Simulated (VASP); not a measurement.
Wanted: the native input for a VASP 6.6.1 run.

```yaml
Task: single point
Functional: PBE
Potentials_or_basis: VASP PAW PBE potentials, release 64 (Hf_pv, Pd, Se, Br, O)
Cutoff: 520 eV
k_mesh: 6 × 6 × 2
Occupations: fermi-dirac, width 0.05 eV
Spin: no spin polarisation
Dipole_correction: no
Further_INCAR_settings: ALGO = Normal; EDIFF = 1e-06; NBANDS = 53
```

The structure of Hf2Pd2Se2Br2O3 lies in POSCAR:

```
Hf2Pd2Se2Br2O3
1.0
    3.6748170776     -0.0000028470      0.0000000000
   -1.8374060732      3.1824863669      0.0000000000
    0.0000000000      0.0000000000     15.9547355596
Hf Pd Se Br O
2 2 2 2 3
Direct
    0.6666666667      0.3333333333      0.9287663027
    0.3333333333      0.6666666667      0.0712336973
    0.0000000000      0.0000000000      0.3193330045
    0.0000000000      0.0000000000      0.6806669955
    0.3333333333      0.6666666667      0.2377532052
    0.6666666667      0.3333333333      0.7622467948
    0.6666666667      0.3333333333      0.4198843109
    0.3333333333      0.6666666667      0.5801156891
    0.3333333333      0.6666666667      0.9198959315
    0.6666666667      0.3333333333      0.0801040685
    0.0000000000      0.0000000000      0.0000000000
```

One way to write it, as run:

INCAR

```
PREC = Accurate
ENCUT = 520
EDIFF = 1E-6
ISMEAR = -1
SIGMA = 0.05
LREAL = False
LASPH = True
NELM = 80
ALGO = Normal
ISIF = 2
LWAVE = False
LCHARG = False
GGA = PE
NBANDS = 53
```

KPOINTS

```
regular mesh
0
Gamma
  6 6 2
```

Potentials or basis: VASP PAW PBE potentials, release 64 (Hf_pv, Pd, Se, Br, O).

Run with:

```sh
$ cat potpaw_PBE.64/Hf_pv/POTCAR potpaw_PBE.64/Pd/POTCAR potpaw_PBE.64/Se/POTCAR potpaw_PBE.64/Br/POTCAR potpaw_PBE.64/O/POTCAR > POTCAR
$ mpirun -np 1 vasp_std > vasp.out
```

It gave:

```json
{
 "Pressure": "4.1 GPa",
 "Largest force": "0.134 eV/Å",
 "Band gap on the k mesh": "zero (bands 42 and 43 overlap by 0.70 eV)"
}
```

Caveat: the cell stands under pressure; spin-orbit coupling is left out, which moves the levels of the heavy elements.

Run time: 6 min on 1 thread of AMD EPYC 7R43 64-Core Processor (Zen 3), with other jobs on the host, peak memory 0.35 GiB.
